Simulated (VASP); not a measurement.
# SiNi (NiAs type) (P6_3/mmc) in VASP: a series of runs, part 2 of 2

VASP 6.6.1. Earlier steps stand in the parts before.

## 3. Single point, PBE (volume scaled by 0.64)

INCAR

```
SYSTEM = SiNi
PREC     = Accurate       ! precision mode
ENCUT    = 520            ! plane-wave cutoff, eV
EDIFF    = 1E-7           ! SCF threshold, eV
ISMEAR   = -1             ! smearing method
SIGMA    = 0.1            ! smearing width, eV
LREAL    = .False.        ! projectors in reciprocal space
LASPH    = .True.         ! aspherical terms in the spheres
NELM     = 60             ! most SCF steps
ALGO     = Normal         ! electronic algorithm
ISIF     = 2              ! what is computed and relaxed
LWAVE    = .False.        ! write WAVECAR
LCHARG   = .False.        ! write CHGCAR
GGA      = PE             ! functional
NBANDS   = 22             ! bands
```

KPOINTS

```
regular mesh
0
Gamma
  11 11 6
  0 0 0
```

POSCAR

```
SiNi
1.0
    2.9717770294      0.0000000000      0.0000000000
   -1.4858885147      2.5736344018      0.0000000000
    0.0000000000      0.0000000000      4.3075948854
Ni Si
2 2
Direct
    0.0000000000      0.0000000000      0.0000000000
    0.0000000000      0.0000000000      0.5000000000
    0.3333333333      0.6666666667      0.2500000000
    0.6666666667      0.3333333333      0.7500000000
```

Potentials or basis: VASP PAW PBE potentials, release 64 (Ni, Si).

Command:

```sh
$ cat potpaw_PBE.64/Ni/POTCAR potpaw_PBE.64/Si/POTCAR > POTCAR
$ mpirun -np 1 vasp_std > vasp.out
```

OUTCAR:

```text
SYSTEM = SiNi
   PREC = Accurate
   ENCUT = 520
   EDIFF = 1E-7
   ISMEAR = -1
   LREAL = .False.
   LASPH = .True.
   NELM = 60
   ISIF = 2
   GGA = PE

 ion  position               nearest neighbor table
   1  0.000  0.000  0.000-   3 2.03   4 2.03   3 2.03   4 2.03   4 2.03   3 2.03   2 2.15   2 2.15

   2  0.000  0.000  0.500-   3 2.03   4 2.03   3 2.03   4 2.03   4 2.03   3 2.03   1 2.15   1 2.15

   3  0.333  0.667  0.250-   1 2.03   2 2.03   1 2.03   2 2.03   1 2.03   2 2.03   4 2.75   4 2.75
                             4 2.75   4 2.75   4 2.75   4 2.75
   4  0.667  0.333  0.750-   1 2.03   2 2.03   1 2.03   2 2.03   1 2.03   2 2.03   3 2.75   3 2.75
                             3 2.75   3 2.75   3 2.75   3 2.75

  LATTYP: Found a hexagonal cell.
 ALAT       =     2.9717770294
 C/A-ratio  =     1.4495013733

  Lattice vectors:

 A1 = (   2.9717770294,   0.0000000000,   0.0000000000)
 A2 = (  -1.4858885147,   2.5736344018,   0.0000000000)
 A3 = (   0.0000000000,   0.0000000000,   4.3075948854)

Analysis of symmetry for initial positions (statically):
=====================================================================
[... 173 lines left out ...]
  ---------------------------------------------------
  free energy    TOTEN  =       -15.88085509 eV

  energy without entropy =      -15.83993183  energy(sigma->0) =      -15.86039346

 E-fermi :  16.9563     XC(G=0): -14.1973

 val. band max:       16.9542855885   @ k =   0.2727   0.0909   0.1667
 cond. band min:      16.9620887795   @ k =   0.3636   0.0000   0.1667
 fundamental gap:      0.0078031911
 Fermi energy:        16.9562662441

 k-point     1 :       0.0000    0.0000    0.0000
  band No.  band energies     occupation
      1       0.5844      2.00000
      2       7.3757      2.00000
      3       8.2719      2.00000
      4      10.0968      2.00000
      5      10.1675      2.00000
      6      10.1675      2.00000
[... 589 lines left out ...]
     21      27.5942      0.00000
     22      28.0131      0.00000

 [... further k-points ...]
[... 5 lines left out ...]
  --------------------------------------------------------------------------------------
  -------------------------------------------------------------------------------------
  Total       40.0479608     40.0479608     40.0111074      0.0000000      0.0000000      0.0000000
  in kB     1947.5699382   1947.5699381   1945.7777235      0.0000000      0.0000000      0.0000000
  external PRESSURE =    1946.9725332 kB  Pullay stress =       0.0000000 kB

 VOLUME and BASIS-vectors are now :
 -----------------------------------------------------------------------------
  energy-cutoff  :      520.00
  volume of cell :       32.95
      direct lattice vectors                 reciprocal lattice vectors
     2.971777029  0.000000000  0.000000000     0.336499000  0.194277789  0.000000000
    -1.485888515  2.573634402  0.000000000     0.000000000  0.388555577  0.000000000
     0.000000000  0.000000000  4.307594885     0.000000000  0.000000000  0.232148107

 POSITION                                       TOTAL-FORCE (eV/Angst)
 -----------------------------------------------------------------------------------
      0.00000      0.00000      0.00000        -0.000000      0.000000     -0.000000
      0.00000      0.00000      2.15380        -0.000000      0.000000     -0.000000
     -0.00000      1.71576      1.07690        -0.000000     -0.000000      0.000000
      1.48589      0.85788      3.23070         0.000000      0.000000      0.000000
 -----------------------------------------------------------------------------------
    total drift:                               -0.000000      0.000000      0.000000

  FREE ENERGIE OF THE ION-ELECTRON SYSTEM (eV)
  ---------------------------------------------------
  free  energy   TOTEN  =       -15.8808550943 eV

  energy  without entropy=      -15.8399318263  energy(sigma->0) =      -15.86039346
```

OSZICAR:

```text
N       E                     dE             d eps       ncg     rms          rms(c)
DAV:   1     0.166214970166E+03    0.16621E+03   -0.12676E+04  2952   0.163E+03
DAV:   2    -0.921240025828E+01   -0.17543E+03   -0.16545E+03  2870   0.311E+02
DAV:   3    -0.190006154130E+02   -0.97882E+01   -0.96325E+01  3358   0.857E+01
DAV:   4    -0.192080232784E+02   -0.20741E+00   -0.20718E+00  3264   0.118E+01
DAV:   5    -0.192141130668E+02   -0.60898E-02   -0.60890E-02  3396   0.208E+00    0.292E+01
DAV:   6    -0.187447644976E+02    0.46935E+00   -0.27028E+01  3236   0.114E+02    0.146E+01
DAV:   7    -0.161663848313E+02    0.25784E+01   -0.12419E+01  3234   0.770E+01    0.917E+00
DAV:   8    -0.159088736996E+02    0.25751E+00   -0.41521E-01  4160   0.102E+01    0.206E+00
DAV:   9    -0.158812756930E+02    0.27598E-01   -0.54219E-02  4280   0.452E+00    0.438E-01
DAV:  10    -0.158808600816E+02    0.41561E-03   -0.61358E-03  3728   0.639E-01    0.157E-01
DAV:  11    -0.158808734871E+02   -0.13406E-04   -0.14861E-04  3922   0.179E-01    0.570E-02
DAV:  12    -0.158808541075E+02    0.19380E-04   -0.57390E-05  3794   0.154E-01    0.163E-02
DAV:  13    -0.158808545950E+02   -0.48749E-06   -0.47123E-06  3342   0.166E-02    0.851E-03
DAV:  14    -0.158808549456E+02   -0.35058E-06   -0.20338E-07  2658   0.630E-03    0.334E-03
DAV:  15    -0.158808550850E+02   -0.13938E-06   -0.95941E-08  2064   0.246E-03    0.744E-04
DAV:  16    -0.158808550943E+02   -0.93223E-08   -0.16904E-08  1738   0.131E-03
   1 F= -.15880855E+02 E0= -.15860393E+02  d E =-.409233E-01
```

It took 28 s on 1 thread of AMD EPYC 9R45 (Zen 5), shared host; peak memory 0.14 GiB.

Results:

- Free energy: -15.8809 eV
- Pressure: 194.7 GPa
- Band gap on the k mesh: zero (band 14 reaches 22.58 eV, above the bottom of band 15 at 15.03 eV)

Levels at points of the mesh, in eV from the Fermi level:
| k point | band 10 | band 11 | band 12 | band 13 | band 14 | band 15 | band 16 | band 17 | band 18 | band 19 |
| --- | --- | --- | --- | --- | --- | --- | --- | --- | --- | --- |
| (0.00, 0.00, 0.00) | -4.99 | -2.91 | -2.91 | 0.27 | 3.85 | 3.85 | 6.82 | 7.37 | 7.37 | 8.80 |
| (0.00, 0.00, 0.50) | -4.66 | -4.66 | -4.66 | 3.36 | 3.36 | 7.04 | 7.04 | 7.04 | 7.04 | 8.52 |

 Spin polarisation is off, so any magnetic state and its effect on volume and gap are missing.

## 4. Single point, PBE (volume scaled by 0.72)

INCAR

```
PREC = Accurate ; ENCUT = 520
EDIFF = 1E-6 ; ISMEAR = -1
SIGMA = 0.1 ; LREAL = F
LASPH = T ; NELM = 60
ALGO = Normal ; ISIF = 2
LWAVE = F ; LCHARG = F
GGA = PE ; NBANDS = 22
```

KPOINTS

```
regular mesh
0
Gamma
  11 11 6
```

POSCAR

```
SiNi
1.0
    3.1127625882      0.0000000000      0.0000000000
   -1.5563812941      2.6957314773      0.0000000000
    0.0000000000      0.0000000000      4.4170042974
Ni Si
2 2
Direct
    0.0000000000      0.0000000000      0.0000000000
    0.0000000000      0.0000000000      0.5000000000
    0.3333333333      0.6666666667      0.2500000000
    0.6666666667      0.3333333333      0.7500000000
```

Command:

```sh
$ cat potpaw_PBE.64/Ni/POTCAR potpaw_PBE.64/Si/POTCAR > POTCAR
$ mpirun -np 1 vasp_std > vasp.out
```

Run time: 30 s. Hardware: 1 thread of AMD EPYC 9R45 (Zen 5), shared host; peak memory 0.15 GiB.

It converged, with:

```
Free energy            : -19.7225 eV
Pressure               : 111.1 GPa
Band gap on the k mesh : zero (band 14 reaches 19.51 eV, above the bottom of band 15 at 12.78 eV)
```

Stress tensor (GPa, compression positive):
```
111.00   0.00   0.00
  0.00 111.00   0.00
  0.00   0.00 111.16
```

Levels at points of the mesh, in eV from the Fermi level:
| k point | band 11 | band 12 | band 13 | band 14 | band 15 | band 16 | band 17 | band 18 |
| --- | --- | --- | --- | --- | --- | --- | --- | --- |
| (0.00, 0.00, 0.00) | -2.40 | -2.40 | 0.36 | 3.32 | 3.32 | 6.34 | 6.51 | 6.51 |
| (0.00, 0.00, 0.50) | -3.93 | -3.93 | 3.25 | 3.25 | 6.13 | 6.13 | 6.13 | 6.13 |
